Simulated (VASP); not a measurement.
MgH2, 6 atoms in the cell. Symmetry: P4_2/mnm, No. 136, tetragonal system. The conventional cell has a = 4.477 Å, b = 4.477 Å, c = 3.008 Å, α = 90.00°, β = 90.00°, γ = 90.00°. Mg (site symmetry mmm) has 6 H at 1.93 to 1.95 Å within 2.6 Å. H (site symmetry m2m) has 3 Mg at 1.93 to 1.95 Å and 1 H at 2.48 Å within 2.6 Å. 

| Item | Value |
| --- | --- |
| Program | VASP 6.6.1 |
| Task | single point |
| Functional | PBEsol |
| Potentials or basis | VASP PAW PBE potentials, release 64 (Mg, H) |
| Cutoff | 520 eV |
| k mesh | 6 × 6 × 8 |
| Occupations | gaussian, width 0.02 eV |
| Spin | no spin polarisation |
| Dipole correction | no |
| Further INCAR settings | ALGO = Normal; EDIFF = 1e-06; NBANDS = 13 |

Potentials or basis: VASP PAW PBE potentials, release 64 (Mg, H).

Run with:

```bash
$ cat potpaw_PBE.64/Mg/POTCAR potpaw_PBE.64/H/POTCAR > POTCAR
$ mpirun -np 1 vasp_std > vasp.out
```

Hardware: 1 thread of AMD EPYC 7R43 64-Core Processor (Zen 3), with other jobs on the host.

Problem. Estimate the wall time of this run.

Solution. It took 25 s on 1 thread of AMD EPYC 7R43 64-Core Processor (Zen 3), on a shared host, peak memory 0.16 GiB. Counts: scf iterations 12, k points 50.
